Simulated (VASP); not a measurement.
# TaAl2ZnN4 (P3m1) in VASP: notebook

The runs below take TaAl2ZnN4 through single point, relaxation of cell and atoms, with PBE.

All numbers are computed with VASP 6.6.1; they aren't measurements. Logs are shortened: lines on timing, memory, paths and dates and some standing lists are left out, and cuts for length are marked.

### Step 1. The cell of the first run

Symmetry: P3m1, No. 156, trigonal system. Conventional cell: a = 3.248 Å, b = 3.248 Å, c = 10.441 Å, α = 90.00°, β = 90.00°, γ = 120.00°. Ta (site symmetry 3m) has 4 N at 2.01 to 2.02 Å within 2.7 Å. Al (site symmetry 3m) has 4 N at 1.89 to 2.10 Å within 2.5 Å. Al (site symmetry 3m) has 4 N at 1.82 to 2.01 Å within 2.4 Å. Zn (site symmetry 3m) has 4 N at 1.97 to 2.21 Å within 2.6 Å. N (site symmetry 3m) has 3 Al at 1.89 Å and 1 Zn at 2.21 Å within 2.5 Å. N (site symmetry 3m) has 3 Ta at 2.01 Å and 1 Al at 2.10 Å within 2.7 Å. N (site symmetry 3m) has 3 Al at 2.01 Å and 1 Ta at 2.02 Å within 2.7 Å. Within 2.4 Å of N (site symmetry 3m) lie 1 Al at 1.82 Å and 3 Zn at 1.97 Å.

### Step 2. Single point, PBE

Input file INCAR:

```
ALGO     = Normal         # electronic algorithm
EDIFF    = 1E-7           # SCF threshold, eV
ENCUT    = 520            # plane-wave cutoff, eV
GGA      = PE             # functional
ISIF     = 2              # what is computed and relaxed
ISMEAR   = 0              # smearing method
LASPH    = True           # aspherical terms in the spheres
LCHARG   = False          # write CHGCAR
LREAL    = False          # projectors in reciprocal space
LWAVE    = False          # write WAVECAR
NBANDS   = 34             # bands
NELM     = 80             # most SCF steps
PREC     = Accurate       # precision mode
SIGMA    = 0.1            # smearing width, eV
```

Input file KPOINTS:

```
k-points
0
Gamma
  12 12 4
```

Input file POSCAR:

```
TaAl2ZnN4
1.0
    3.2484531863      0.0000000000      0.0000000000
   -1.6242265932      2.8132429823      0.0000000000
    0.0000000000      0.0000000000     10.4410808353
Ta Al Zn N
1 2 1 4
Direct
    0.0000000000      0.0000000000      0.4967284880
    0.3333333333      0.6666666667      0.2258218453
    0.3333333333      0.6666666667      0.7607265419
    0.0000000000      0.0000000000      0.9924304227
    0.0000000000      0.0000000000      0.2039649111
    0.3333333333      0.6666666667      0.4266420157
    0.0000000000      0.0000000000      0.6904233712
    0.3333333333      0.6666666667      0.9347938542
```

Potentials or basis: VASP PAW PBE potentials, release 64 (Ta_pv, Al, Zn, N).

Started as:

```
> cat potpaw_PBE.64/Ta_pv/POTCAR potpaw_PBE.64/Al/POTCAR potpaw_PBE.64/Zn/POTCAR potpaw_PBE.64/N/POTCAR > POTCAR
> mpirun -np 1 vasp_std > vasp.out
```

OUTCAR:

```text
EDIFF = 1E-7
   ENCUT = 520
   GGA = PE
   ISIF = 2
   ISMEAR = 0
   LASPH = True
   LREAL = False
   NELM = 80
   PREC = Accurate

 ion  position               nearest neighbor table
   1  0.000  0.000  0.497-   6 2.01   6 2.01   6 2.01   7 2.02   3 3.33   3 3.33   3 3.33   2 3.39
                             2 3.39   2 3.39
   2  0.333  0.667  0.226-   5 1.89   5 1.89   5 1.89   6 2.10   4 3.08   4 3.08   4 3.08   1 3.39
                             1 3.39   1 3.39
   3  0.333  0.667  0.761-   8 1.82   7 2.01   7 2.01   7 2.01   4 3.06   4 3.06   4 3.06   1 3.33
                             1 3.33   1 3.33
   4  0.000  0.000  0.992-   8 1.97   8 1.97   8 1.97   5 2.21   3 3.06   3 3.06   3 3.06   2 3.08
                             2 3.08   2 3.08
   5  0.000  0.000  0.204-   2 1.89   2 1.89   2 1.89   4 2.21
   6  0.333  0.667  0.427-   1 2.01   1 2.01   1 2.01   2 2.10
   7  0.000  0.000  0.690-   3 2.01   3 2.01   3 2.01   1 2.02
   8  0.333  0.667  0.935-   3 1.82   4 1.97   4 1.97   4 1.97

  LATTYP: Found a hexagonal cell.
 ALAT       =     3.2484531863
 C/A-ratio  =     3.2141700177

  Lattice vectors:

 A1 = (   3.2484531863,   0.0000000000,   0.0000000000)
 A2 = (  -1.6242265932,   2.8132429823,   0.0000000000)
 A3 = (   0.0000000000,   0.0000000000,  10.4410808353)

Analysis of symmetry for initial positions (statically):
=====================================================================
 Subroutine PRICEL returns:
 Original cell was already a primitive cell.

 Routine SETGRP: Setting up the symmetry group for a
 hexagonal supercell.

 Subroutine GETGRP returns: Found  6 space group operations
 (whereof  6 operations were pure point group operations)
 out of a pool of 24 trial point group operations.

The static configuration has the point symmetry C_3v.

Analysis of symmetry for dynamics (positions and initial velocities):
=====================================================================
 Subroutine PRICEL returns:
 Original cell was already a primitive cell.

 Routine SETGRP: Setting up the symmetry group for a
 hexagonal supercell.

 Subroutine GETGRP returns: Found  6 space group operations
 (whereof  6 operations were pure point group operations)
 out of a pool of 24 trial point group operations.

The dynamic configuration has the point symmetry C_3v.

 Subroutine INISYM returns: Found  6 space group operations
[... 113 lines left out ...]
   IBRION =     -1    ionic relax: 0-MD 1-quasi-New 2-CG
   NFREE  =      0    steps in history (QN), initial steepest desc. (CG)
   ISIF   =      2    stress and relaxation
   ISYM   =      2    0-nonsym 1-usesym 2-fastsym
   POTIM  = 0.5000    time-step for ionic-motion
   TEBEG  =    0.0;   TEEND  =   0.0 temperature during run
   PSTRESS=    0.0 pullay stress
   NELECT =      49.0000    total number of electrons
   NUPDOWN=      -1.0000    fix difference up-down
   EMIN   =  10.00;   EMAX   =-10.00  energy-range for DOS
   EFERMI =   0.00;   METHOD = LEGACY
   ISMEAR =     0;   SIGMA  =   0.10  broadening in eV -4-tet -1-fermi 0-gaus
   EFERMI_NEDOS =   21; number of points for ismear=-14 and -15
   IALGO  =     38    algorithm
   IMIX   =      4    mixing-type and parameters
     AMIX     =   0.40;   BMIX     =  1.00
     AMIX_MAG =   1.60;   BMIX_MAG =  1.00
  volume/ion in A,a.u.               =      11.93        80.49
  Fermi-wavevector in a.u.,A,eV,Ry     =   1.310983  2.477399 23.384015  1.718677
  Thomas-Fermi vector in A             =   2.441476
   LORBIT       =      0    0 simple, 1 ext, 2 COOP (PROOUT), +10 PAW based schemes
   GGA     = PE    functional components
   LHFCALC =     F    Hartree Fock is set to
   AEXX    =    0.0000 exact exchange contribution
   IVDW    =     0    specifies the selected vdW correction
   LEPSILON=     F    determine dielectric tensor
   LRPA    =     F    only Hartree local field effects (RPA)
 non-spin polarized calculation
 Gauss-broadening in eV      SIGMA  =   0.10
  energy-cutoff  :      520.00
  volume of cell :       95.42
 maximum number of plane-waves:      2625
   NGX = 13   NGY = 13   NGZ = 39

 number of electron      49.0000020 magnetization

 Free energy of the ion-electron system (eV)
  ---------------------------------------------------
  ext. energy  EPLUGINS =         0.00000000
  ---------------------------------------------------
  free energy    TOTEN  =       -59.63364914 eV

  energy without entropy =      -59.61687022  energy(sigma->0) =      -59.62525968

 E-fermi :   5.9554     XC(G=0): -11.1043

 val. band max:        5.9433090408   @ k =   0.2500   0.0833   0.5000
 cond. band min:       5.9578509962   @ k =   0.0833   0.0833   0.5000
 fundamental gap:      0.0145419554
 Fermi energy:         5.9554061112

 k-point     1 :       0.0000    0.0000    0.0000
  band No.  band energies     occupation
      1     -29.8932      2.00000
      2     -29.5691      2.00000
      3     -29.5691      2.00000
      4     -11.0308      2.00000
      5     -10.0869      2.00000
      6      -9.4724      2.00000
[... 877 lines left out ...]
     33      11.8391      0.00000
     34      12.9560      0.00000

 [... further k-points ...]

------------------------ aborting loop because EDIFF is reached ----------------------------------------

  FORCE on cell =-STRESS in cart. coord.  units (eV):
  Direction    XX          YY          ZZ          XY          YZ          ZX
  --------------------------------------------------------------------------------------
  -------------------------------------------------------------------------------------
  Total        0.1823528      0.1823528      0.1583464     -0.0000000      0.0000000      0.0000000
  in kB        3.0619194      3.0619194      2.6588227     -0.0000000      0.0000000      0.0000000
  external PRESSURE =       2.9275539 kB  Pullay stress =       0.0000000 kB

 VOLUME and BASIS-vectors are now :
 -----------------------------------------------------------------------------
  energy-cutoff  :      520.00
  volume of cell :       95.42
      direct lattice vectors                 reciprocal lattice vectors
     3.248453186  0.000000000  0.000000000     0.307838821  0.177730826  0.000000000
    -1.624226593  2.813242982  0.000000000     0.000000000  0.355461653  0.000000000
     0.000000000  0.000000000 10.441080835     0.000000000  0.000000000  0.095775525

 POSITION                                       TOTAL-FORCE (eV/Angst)
 -----------------------------------------------------------------------------------
      0.00000      0.00000      5.18638        -0.000000      0.000000      0.000588
     -0.00000      1.87550      2.35782        -0.000000      0.000000      0.014134
     -0.00000      1.87550      7.94281        -0.000000      0.000000     -0.019296
      0.00000      0.00000     10.36205         0.000000     -0.000000      0.027293
      0.00000      0.00000      2.12961        -0.000000      0.000000      0.008250
     -0.00000      1.87550      4.45460        -0.000000      0.000000     -0.062775
      0.00000      0.00000      7.20877        -0.000000      0.000000      0.065248
     -0.00000      1.87550      9.76026         0.000000      0.000000     -0.033442
 -----------------------------------------------------------------------------------
    total drift:                                0.000003     -0.000001     -0.000664

  FREE ENERGIE OF THE ION-ELECTRON SYSTEM (eV)
  ---------------------------------------------------
  free  energy   TOTEN  =       -59.6336491388 eV

  energy  without entropy=      -59.6168702199  energy(sigma->0) =      -59.62525968
```

stdout:

```text
POSCAR found type information on POSCAR TaAlZnN
 POSCAR found :  4 types and       8 ions
 scaLAPACK will be used
 LDA part: xc-table for (Slater+PW92), standard interpolation
 POSCAR, INCAR and KPOINTS ok, starting setup
 FFT: planning ... GRIDC
 FFT: planning ... GRID_SOFT
 FFT: planning ... GRID
 WAVECAR not read
 entering main loop
```

It took 7.9 min on 1 thread of Intel Xeon 8259CL, shared host; peak memory 0.36 GiB.

Results:

| Quantity | Value |
| --- | --- |
| Free energy | -59.6336 eV |
| Pressure | 0.3 GPa |
| Largest force | 0.065 eV/Å |
| Band gap on the k mesh | zero (an odd number of electrons rules out a gap without spin polarisation) |

Forces on the atoms (eV/Å):
```
Ta   0.000  0.000  0.001
Al   0.000  0.000  0.014
Al   0.000  0.000 -0.019
Zn   0.000  0.000  0.027
N    0.000  0.000  0.008
N    0.000  0.000 -0.063
N    0.000  0.000  0.065
N    0.000  0.000 -0.033
```

Levels at points of the mesh, in eV from the Fermi level:
```tsv
k point	band 21	band 22	band 23	band 24	band 25	band 26	band 27	band 28	band 29	band 30
(0.00, 0.00, 0.00)	-2.69	-1.44	0.34	0.34	0.51	1.23	1.23	2.87	3.30	4.27
(0.50, 0.00, 0.00)	-3.30	-2.83	-2.18	-1.10	-0.02	1.11	2.24	2.61	3.62	4.23
(0.00, 0.00, 0.50)	-2.68	-1.77	0.33	0.33	0.95	1.23	1.23	2.28	4.02	4.23
(0.50, 0.00, 0.50)	-3.34	-2.89	-1.89	-1.09	-0.23	1.17	2.24	2.75	3.30	4.20
```

Caveat: spin-orbit coupling is left out, which moves the levels of the heavy elements; an odd number of electrons without spin polarisation forces a metal; a magnetic or distorted state may lie lower.

### Step 3. Relaxation of cell and atoms, PBE

Input file INCAR:

```
SYSTEM = TaAl2ZnN4
ALGO     = Normal         ! electronic algorithm
EDIFF    = 1E-6           ! SCF threshold, eV
EDIFFG   = -0.01          ! ionic threshold
ENCUT    = 600            ! plane-wave cutoff, eV
GGA      = PE             ! functional
IBRION   = 2              ! ionic algorithm
ISIF     = 3              ! what is computed and relaxed
ISMEAR   = 0              ! smearing method
LASPH    = .TRUE.         ! aspherical terms in the spheres
LCHARG   = .FALSE.        ! write CHGCAR
LREAL    = .FALSE.        ! projectors in reciprocal space
LWAVE    = .FALSE.        ! write WAVECAR
NELM     = 60             ! most SCF steps
NSW      = 100            ! ionic steps
PREC     = Accurate       ! precision mode
SIGMA    = 0.1            ! smearing width, eV
```

Input file KPOINTS:

```
k-points
0
G
  12 12 4
  0 0 0
```

Input file POSCAR:

```
TaAl2ZnN4
1.0
    3.2375053771      0.0000000000      0.0000000000
   -1.6187526886      2.8037619015      0.0000000000
    0.0000000000      0.0000000000     10.5096681887
Ta Al Zn N
1 2 1 4
Direct
    0.0000000000      0.0000000000      0.4981732929
    0.3333333333      0.6666666667      0.2267904578
    0.3333333333      0.6666666667      0.7605438506
    0.0000000000      0.0000000000      0.9930718305
    0.0000000000      0.0000000000      0.2023144202
    0.3333333333      0.6666666667      0.4262452761
    0.0000000000      0.0000000000      0.6907916871
    0.3333333333      0.6666666667      0.9336006348
```

Potentials or basis: VASP PAW PBE potentials, release 64 (Ta_pv, Al, Zn, N).

Started as:

```
> cat potpaw_PBE.64/Ta_pv/POTCAR potpaw_PBE.64/Al/POTCAR potpaw_PBE.64/Zn/POTCAR potpaw_PBE.64/N/POTCAR > POTCAR
> mpirun -np 1 vasp_std > vasp.out
```

OUTCAR:

```text
SYSTEM = TaAl2ZnN4
   EDIFF = 1E-6
   EDIFFG = -0.01
   ENCUT = 600
   GGA = PE
   IBRION = 2
   ISIF = 3
   ISMEAR = 0
   LASPH = .TRUE.
   LREAL = .FALSE.
   NELM = 60
   NSW = 100
   PREC = Accurate

 ion  position               nearest neighbor table
   1  0.000  0.000  0.498-   6 2.02   6 2.02   6 2.02   7 2.02   3 3.33   3 3.33   3 3.33   2 3.41
                             2 3.41   2 3.41
   2  0.333  0.667  0.227-   5 1.89   5 1.89   5 1.89   6 2.10   4 3.09   4 3.09   4 3.09   1 3.41
                             1 3.41   1 3.41
   3  0.333  0.667  0.761-   8 1.82   7 2.01   7 2.01   7 2.01   4 3.08   4 3.08   4 3.08   1 3.33
                             1 3.33   1 3.33
   4  0.000  0.000  0.993-   8 1.97   8 1.97   8 1.97   5 2.20   3 3.08   3 3.08   3 3.08   2 3.09
                             2 3.09   2 3.09
   5  0.000  0.000  0.202-   2 1.89   2 1.89   2 1.89   4 2.20
   6  0.333  0.667  0.426-   1 2.02   1 2.02   1 2.02   2 2.10
   7  0.000  0.000  0.691-   3 2.01   3 2.01   3 2.01   1 2.02
   8  0.333  0.667  0.934-   3 1.82   4 1.97   4 1.97   4 1.97

  LATTYP: Found a hexagonal cell.
 ALAT       =     3.2375053771
 C/A-ratio  =     3.2462241648

  Lattice vectors:

 A1 = (   3.2375053771,   0.0000000000,   0.0000000000)
 A2 = (  -1.6187526886,   2.8037619015,   0.0000000000)
 A3 = (   0.0000000000,   0.0000000000,  10.5096681887)

Analysis of symmetry for initial positions (statically):
[... 312 lines left out ...]

--------------------------------------- Ionic step       10  -------------------------------------------

 number of electron      49.0000012 magnetization

------------------------ aborting loop because EDIFF is reached ----------------------------------------
[... 79 lines left out ...]
--------------------------------------- Ionic step       12  -------------------------------------------

 number of electron      49.0000011 magnetization

 Free energy of the ion-electron system (eV)
  ---------------------------------------------------
  ext. energy  EPLUGINS =         0.00000000
  ---------------------------------------------------
  free energy    TOTEN  =       -59.64030830 eV

  energy without entropy =      -59.62277996  energy(sigma->0) =      -59.63154413

 E-fermi :   5.9095     XC(G=0): -11.1025

 val. band max:        5.9092101621   @ k =   0.5000   0.0000   0.0000
 cond. band min:       5.9283082743   @ k =  -0.1667   0.4167   0.2500
 fundamental gap:      0.0190981122
 Fermi energy:         5.9095004639

 k-point     1 :       0.0000    0.0000    0.0000
  band No.  band energies     occupation
      1     -29.8960      2.00000
      2     -29.5672      2.00000
      3     -29.5672      2.00000
      4     -11.0287      2.00000
      5     -10.1084      2.00000
      6      -9.4779      2.00000
[... 757 lines left out ...]
     28       8.9991      0.00000
     29       9.9068      0.00000

 [... further k-points ...]

------------------------ aborting loop because EDIFF is reached ----------------------------------------

  FORCE on cell =-STRESS in cart. coord.  units (eV):
  Direction    XX          YY          ZZ          XY          YZ          ZX
  --------------------------------------------------------------------------------------
  -------------------------------------------------------------------------------------
  Total        0.0004713      0.0004713     -0.0018405     -0.0000000      0.0000000      0.0000000
  in kB        0.0079093      0.0079093     -0.0308894     -0.0000000      0.0000000      0.0000000
  external PRESSURE =      -0.0050236 kB  Pullay stress =       0.0000000 kB
[... 23 lines left out ...]
  FREE ENERGIE OF THE ION-ELECTRON SYSTEM (eV)
  ---------------------------------------------------
  free  energy   TOTEN  =       -59.6403082961 eV

  energy  without entropy=      -59.6227799606  energy(sigma->0) =      -59.63154413

 reached required accuracy - stopping structural energy minimisation
```

CONTCAR:

```text
TaAl2ZnN4
   1.00000000000000
     3.2420794973532856   -0.0000000000000817    0.0000000000000000
    -1.6210397487267845    2.8077232058395323    0.0000000000000000
    -0.0000000000000000    0.0000000000000000   10.4871933538561652
  Ta              Al              Zn              N
     1     2     1     4
Direct
     0.0000000000000000    0.0000000000000000    0.4975593481273848
     0.3333333332999970    0.6666666667000030    0.2268149579322742
     0.3333333332999970    0.6666666667000030    0.7604300146546799
     0.0000000000000000    0.0000000000000000    0.9932405384705901
     0.0000000000000000    1.0000000000000000    0.2029381132224951
     0.3333333332999970    0.6666666667000030    0.4259107371878105
     0.0000000000000000    0.0000000000000000    0.6907832929903642
     0.3333333332999970    0.6666666667000030    0.9338544474143995

  0.00000000E+00  0.00000000E+00  0.00000000E+00
  0.00000000E+00  0.00000000E+00  0.00000000E+00
  0.00000000E+00  0.00000000E+00  0.00000000E+00
  0.00000000E+00  0.00000000E+00  0.00000000E+00
  0.00000000E+00  0.00000000E+00  0.00000000E+00
  0.00000000E+00  0.00000000E+00  0.00000000E+00
  0.00000000E+00  0.00000000E+00  0.00000000E+00
  0.00000000E+00  0.00000000E+00  0.00000000E+00
```

Run time: 51 min. Hardware: 1 thread of Intel Xeon 8259CL, shared host; peak memory 0.45 GiB.

Results:

```
Free energy                           : -59.6403 eV
Relaxed volume                        : 11.93 Å³/atom
Relaxed cell                          : a = 3.242 Å, b = 3.242 Å, c = 10.487 Å, α = 90.00°, β = 90.00°, γ = 120.00°
Space group after relaxing (to 0.1 Å) : P3m1 (No. 156)
Energy gained by relaxing             : 0.1 meV/atom
Ionic steps                           : 12
Pressure after relaxing               : 0.0 GPa
Largest force after relaxing          : 0.008 eV/Å
Band gap on the k mesh                : zero (an odd number of electrons rules out a gap without spin polarisation)
```

Forces on the atoms (eV/Å):
```
Ta   0.000  0.000 -0.007
Al   0.000  0.000 -0.006
Al   0.000  0.000  0.003
Zn   0.000  0.000 -0.004
N    0.000  0.000  0.003
N    0.000  0.000  0.006
N    0.000  0.000  0.008
N    0.000  0.000 -0.002
```

Step by step:
```
step  energy change (eV)  largest force (eV/Å)  pressure (GPa)  volume (Å³)
   1              0.0000                0.0625            0.20        95.40
   2             -0.0002                0.0243           -0.22        95.60
   3             -0.0003                0.0136           -0.07        95.54
   4             -0.0004                0.0151            0.00        95.49
   5             -0.0004                0.0171            0.10        95.48
   6             -0.0004                0.0175           -0.01        95.48
   7             -0.0004                0.0185           -0.02        95.48
   8             -0.0004                0.0204           -0.05        95.49
   9             -0.0004                0.0166           -0.02        95.48
  10             -0.0004                0.0209            0.03        95.45
  11             -0.0005                0.0124            0.01        95.45
  12             -0.0005                0.0077            0.00        95.46
```

Final structure:
```cif
data_structure
_symmetry_space_group_name_H-M 'P 1'
_symmetry_Int_Tables_number 1
_cell_length_a 3.2421
_cell_length_b 3.2421
_cell_length_c 10.4872
_cell_angle_alpha 90.000
_cell_angle_beta 90.000
_cell_angle_gamma 120.000
_cell_volume 95.46
loop_
_atom_site_label
_atom_site_type_symbol
_atom_site_fract_x
_atom_site_fract_y
_atom_site_fract_z
_atom_site_occupancy
Ta1 Ta 0.00000 0.00000 0.49756 1
Al1 Al 0.33333 0.66667 0.22681 1
Al2 Al 0.33333 0.66667 0.76043 1
Zn1 Zn 0.00000 0.00000 0.99324 1
N1 N 0.00000 0.00000 0.20294 1
N2 N 0.33333 0.66667 0.42591 1
N3 N 0.00000 0.00000 0.69078 1
N4 N 0.33333 0.66667 0.93385 1
```

Caveat: spin-orbit coupling is left out, which moves the levels of the heavy elements; an odd number of electrons without spin polarisation forces a metal; a magnetic or distorted state may lie lower.
